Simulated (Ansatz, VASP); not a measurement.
# One calculation of Ag, two programs

INCAR

```
PREC = Accurate ; ENCUT = 520
EDIFF = 1E-6 ; ISMEAR = -1
SIGMA = 0.05 ; LREAL = False
LASPH = True ; NELM = 60
ALGO = Normal ; ISIF = 2
LWAVE = False ; LCHARG = False
GGA = CA ; NBANDS = 18
```

KPOINTS

```
Automatic mesh
0
Gamma
  10 10 6
```

The input POSCAR:

```
Ag
1.0
    2.9103349780      0.0000000000      0.0000000000
   -1.4551674890      2.5204240244      0.0000000000
    0.0000000000      0.0000000000      4.7578513803
Ag
2
Direct
    0.6666666667      0.3333333333      0.7500000000
    0.3333333333      0.6666666667      0.2500000000
```

The input input.yaml:

```yaml
crystal:
  lattice:
    - [2.910334978, 0.0, 0.0]
    - [-1.455167489, 2.5204240244, 0.0]
    - [0.0, 0.0, 4.7578513803]
  atoms:
    - { symbol: Ag, position: [0.6666666667, 0.3333333333, 0.75] }
    - { symbol: Ag, position: [0.3333333333, 0.6666666667, 0.25] }
kpoints:
  mp_grid: { grid: [10, 10, 6] }
scf:
  occupations: { method: fermi_dirac, width: 0.05 }
hamiltonian:
  xc: lda
  pseudopotentials: { kind: all_electron, lapw: { basis_error: 0.001 } }
output:
  forces: true
  stress: true
  eigenvalues: true
```

Change from the starting cell: volume scaled by 0.98.

Alike in both runs: task single point; functional LDA; k mesh 10 × 10 × 6; occupations fermi-dirac, width 0.05 eV; no spin polarisation.

|  | VASP | Ansatz |
| --- | --- | --- |
| version | VASP 6.6.1 | Ansatz 0.2.0 |
| potentials or method | VASP PAW LDA potentials, release 64 (Ag), cutoff 520 eV | all-electron LAPW, scalar-relativistic |

Ansatz gave:

```
gap on the k mesh at the Fermi level (eV)                     : none
pressure (GPa)                                                : -8.9
traceless stress, the component that is largest in VASP (GPa) : -0.40
```

Which values does VASP return?

gap on the k mesh at the Fermi level (eV): none; pressure (GPa): -8.7; traceless stress, the component that is largest in VASP (GPa): -0.41.

LDA's correlation is that of Perdew and Zunger in VASP and of Perdew and Wang (1992) in Ansatz. A gap of «none» marks a metal or a gap that the smearing closes. Ansatz ran all-electron here, and VASP with PAW potentials.
